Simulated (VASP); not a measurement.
Write the native input for VASP 6.6.1 that does the following.

```
Task                   : single point
Functional             : revPBE
Potentials or basis    : VASP PAW PBE potentials, release 64 (Te, Mo_sv)
Cutoff                 : 520 eV
k mesh                 : 9 × 9 × 2
Occupations            : fermi-dirac, width 0.05 eV
Spin                   : no spin polarisation
Dipole correction      : no
Further INCAR settings : ALGO = Normal; EDIFF = 1e-07; NBANDS = 35
```

The structure of Te2Mo lies in POSCAR:

```
Te2Mo
1.0
    3.5182000000      0.0000000000      0.0000000000
   -1.7591000000      3.0468505756      0.0000000000
    0.0000000000      0.0000000000     13.9736000000
Te Mo
4 2
Direct
    0.6666666667      0.3333333333      0.3790000000
    0.3333333333      0.6666666667      0.8790000000
    0.6666666667      0.3333333333      0.1210000000
    0.3333333333      0.6666666667      0.6210000000
    0.6666666667      0.3333333333      0.7500000000
    0.3333333333      0.6666666667      0.2500000000
```

These files were run (other wordings do the same):

INCAR

```
SYSTEM = Te2Mo
PREC = Accurate ; ENCUT = 520
EDIFF = 1E-7 ; ISMEAR = -1
SIGMA = 0.05 ; LREAL = .FALSE.
LASPH = .TRUE. ; NELM = 100
ALGO = Normal ; ISIF = 2
LWAVE = .FALSE. ; LCHARG = .FALSE.
GGA = RE ; NBANDS = 35
```

KPOINTS

```
regular mesh
0
G
  9 9 2
  0 0 0
```

Potentials or basis: VASP PAW PBE potentials, release 64 (Te, Mo_sv).

The run is started by

```console
$ cat potpaw_PBE.64/Te/POTCAR potpaw_PBE.64/Mo_sv/POTCAR > POTCAR
$ mpirun -np 1 vasp_std > vasp.out
```

Results of the run:

| Item | Value |
| --- | --- |
| Pressure | 4.3 GPa |
| Largest force | 0.243 eV/Å |
| Band gap on the k mesh | 0.80 eV, indirect (least direct gap 1.04 eV) |

Caveat: the PAW data sets were made with another functional, which shifts forces and pressure a little; spin-orbit coupling is left out, which moves the levels of the heavy elements; this functional lacks dispersion, which binds the layers, so the pressure and a relaxed spacing across them are unreliable.

Run time: 4.5 min on 1 thread of Intel(R) Xeon(R) Platinum 8488C (Sapphire Rapids), with other jobs on the host, peak memory 0.33 GiB.
